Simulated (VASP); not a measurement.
CsCu4:

```
Cs Cu
1.0
     4.51714    0.00000    0.00000
     0.00000    4.51714    0.00000
     0.00000    0.00000    4.51714
Cs Cu
1 4
Cartesian
  2.2586 2.2586 2.2586
  0.0000 2.2586 2.2586
  2.2586 2.2586 0.0000
  2.2586 0.0000 2.2586
  0.0000 0.0000 0.0000
```

The cell was built from a structure type or drawn by symmetry, and may not be a known phase.

| Item | Value |
| --- | --- |
| Program | VASP 6.6.1 |
| Task | relaxation of cell and atoms |
| Functional | PBE |
| Potentials or basis | VASP PAW PBE potentials, release 64 (Cs_sv, Cu) |
| Cutoff | 600 eV |
| k mesh | 4 × 4 × 4 |
| Occupations | gaussian, width 0.1 eV |
| Spin | no spin polarisation |

At the start: pressure 28.0 GPa; volume 18.43 Å³/atom.

Problem. How do energy, volume and symmetry change on relaxing?

Solution. Over 4 steps the energy falls by 669.9 meV/atom and the volume is 32.40 Å³/atom (+75.8 %); space group Pm-3m (No. 221, to 0.1 Å) before and after.

The path:
```tsv
step	energy change (eV)	largest force (eV/Å)	pressure (GPa)	volume (Å³)
1	0.0000	0.0000	27.99	92.17
2	-3.2406	0.0000	1.81	142.16
3	-3.2985	0.0000	1.16	148.59
4	-3.3493	0.0000	0.12	162.02
```

Final structure:
```
Cs Cu
1.0
     5.45161    0.00000    0.00000
     0.00000    5.45161    0.00000
     0.00000    0.00000    5.45161
Cs Cu
1 4
Direct
  0.50000 0.50000 0.50000
  0.00000 0.50000 0.50000
  0.50000 0.50000 0.00000
  0.50000 0.00000 0.50000
  0.00000 0.00000 0.00000
```

Caveat: the volume moved by over 15 % at a fixed basis, so the end points are rough.
